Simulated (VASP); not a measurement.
Wanted: the native input for a VASP 6.6.1 run.

| Item | Value |
| --- | --- |
| Task | single point |
| Functional | RPBE |
| Potentials or basis | VASP PAW PBE potentials, release 64 (Pd) |
| Cutoff | 520 eV |
| k mesh | 11 × 11 × 6 |
| Occupations | fermi-dirac, width 0.05 eV |
| Spin | no spin polarisation |
| Dipole correction | no |
| Further INCAR settings | ALGO = Normal; EDIFF = 1e-06; NBANDS = 17 |

The structure of Pd lies in POSCAR:

```
Pd
1.0
    2.7836650458      0.0000000000      0.0000000000
   -1.3918325229      2.4107246453      0.0000000000
    0.0000000000      0.0000000000      4.6288930000
Pd
2
Direct
    0.3333333333      0.6666666667      0.2500000000
    0.6666666667      0.3333333333      0.7500000000
```

These files were run (other wordings do the same):

INCAR

```
SYSTEM = Pd
PREC = Accurate
ENCUT = 520
EDIFF = 1E-6
ISMEAR = -1
SIGMA = 0.05
LREAL = .False.
LASPH = .True.
NELM = 80
ALGO = Normal
ISIF = 2
LWAVE = .False.
LCHARG = .True.
GGA = RP
LELF = .True.
LVHAR = .True.
NBANDS = 17
```

KPOINTS

```
regular mesh
0
Gamma
  11 11 6
  0 0 0
```

Potentials or basis: VASP PAW PBE potentials, release 64 (Pd).

The run is started by

```bash
$ cat potpaw_PBE.64/Pd/POTCAR > POTCAR
$ mpirun -np 1 vasp_std > vasp.out
```

It gave:

* Pressure: 2.9 GPa
* Band gap on the k mesh: zero (band 10 reaches 9.18 eV, above the bottom of band 11 at 8.39 eV)

Caveat: the PAW data sets were made with another functional, which shifts forces and pressure a little.

Wall time 74 s on 1 thread of AMD EPYC 7R13, on a shared host, peak memory 0.14 GiB.
